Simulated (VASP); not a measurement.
A run of VASP 6.6.1 is set up as follows.

Contents of INCAR:

```
PREC = Accurate
ENCUT = 520
EDIFF = 1E-6
ISMEAR = -1
SIGMA = 0.01
LREAL = F
LASPH = T
NELM = 80
ALGO = Normal
ISIF = 2
LWAVE = F
LCHARG = F
GGA = PE
NBANDS = 33
```

KPOINTS

```
regular mesh
0
Gamma
  6 6 9
```

File POSCAR:

```
TaN
1.0
    5.1611273271      0.0000000000      0.0000000000
   -2.5805636635      4.4696673774      0.0000000000
    0.0000000000      0.0000000000      2.8914624986
Ta N
3 3
Direct
    0.3333333333      0.6666666667      0.5000000000
    0.6666666667      0.3333333333      0.5000000000
    0.0000000000      0.0000000000      0.0000000000
    0.3928500000      0.0000000000      0.0000000000
    0.6071500000      0.6071500000      0.0000000000
    0.0000000000      0.3928500000      0.0000000000
```

Potentials or basis: VASP PAW PBE potentials, release 64 (Ta_pv, N).

The run is started by

```bash
$ cat potpaw_PBE.64/Ta_pv/POTCAR potpaw_PBE.64/N/POTCAR > POTCAR
$ mpirun -np 1 vasp_std > vasp.out
```

(1) Estimate the band gap on the k mesh.

(2) Estimate the pressure.

(3) Estimate the largest force.

Answers

(1) zero (bands 24 and 25 overlap by 3.13 eV).

(2) 12.8 GPa.

(3) 0.149 eV/Å.

Caveat: the cell stands under pressure; spin-orbit coupling is left out, which moves the levels of the heavy elements.
